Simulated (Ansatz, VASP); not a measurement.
**In3SbAs2: VASP beside Ansatz**

The input INCAR:

```
SYSTEM = In3SbAs2
PREC = Accurate
ENCUT = 600
EDIFF = 1E-6
ISMEAR = 0
SIGMA = 0.1
LREAL = .FALSE.
LASPH = .TRUE.
NELM = 60
ALGO = Normal
ISIF = 3
LWAVE = .FALSE.
LCHARG = .FALSE.
GGA = PE
IBRION = 2
NSW = 90
EDIFFG = -0.04
```

File KPOINTS:

```
regular mesh
0
G
  6 6 2
  0 0 0
```

POSCAR

```
In3SbAs2
1.0
    4.1748599700      0.0000000000      0.0000000000
   -2.0874299800      3.6155347900      0.0000000000
    0.0000000000      0.0000000000     10.2262766700
In Sb As
3 1 2
Direct
    0.0000000000      0.0000000000      0.0000000000
    0.3333333300      0.6666666700      0.6666666700
    0.6666666700      0.3333333300      0.3333333300
    0.0000000000      0.0000000000      0.2500000000
    0.3333333300      0.6666666700      0.9166666700
    0.6666666700      0.3333333300      0.5833333300
```

Input for Ansatz:

```yaml
crystal:
  lattice:
    - [4.17485997, 0.0, 0.0]
    - [-2.08742998, 3.61553479, 0.0]
    - [0.0, 0.0, 10.22627667]
  atoms:
    - { symbol: In, position: [0.0, 0.0, 0.0] }
    - { symbol: In, position: [0.33333333, 0.66666667, 0.66666667] }
    - { symbol: In, position: [0.66666667, 0.33333333, 0.33333333] }
    - { symbol: Sb, position: [0.0, 0.0, 0.25] }
    - { symbol: As, position: [0.33333333, 0.66666667, 0.91666667] }
    - { symbol: As, position: [0.66666667, 0.33333333, 0.58333333] }
basis:
  ecutwfc: 420
kpoints:
  mp_grid: { grid: [6, 6, 2] }
hamiltonian:
  xc: pbe
scf:
  occupations: { method: gaussian, width: 0.1 }
  lower_state_search: "off"
output:
  forces: true
  stress: true
  eigenvalues: true
relax:
  adjacent_minimum: "off"
  f_tol: 0.04
  max_steps: 70
  cell: { stress_tol: 0.4 }
```

Alike in both runs: task relaxation of cell and atoms; functional PBE; k mesh 6 × 6 × 2; occupations gaussian, width 0.1 eV; no spin polarisation.

|  | VASP | Ansatz |
| --- | --- | --- |
| version | VASP 6.6.1 | Ansatz 0.2.0 |
| potentials or method | VASP PAW PBE potentials, release 64 (In_d, Sb, As), cutoff 600 eV | scalar-relativistic, plane waves, PAW |
| valence electrons in the cell | 54 | 84 |

|  | VASP | Ansatz | Ansatz less VASP |
| --- | --- | --- | --- |
| gap on the k mesh at the Fermi level, each at its own relaxed structure (eV) | none | none | - |
| relaxed volume (Å³/atom) | 31.90 | 31.77 | -0.129 |
| relaxed cell length with the largest relative difference (Å) | 10.986 | 10.947 | -0.0386 |

A gap of «none» marks a metal or a gap that the smearing closes. VASP's potentials hold 54 valence electrons a cell and Ansatz's 84, so a difference there can come from the potentials and not from the codes.

Spin-orbit coupling is off throughout. Noted on VASP's run: the volume moved by over 15 % at a fixed basis, so the end points are rough.
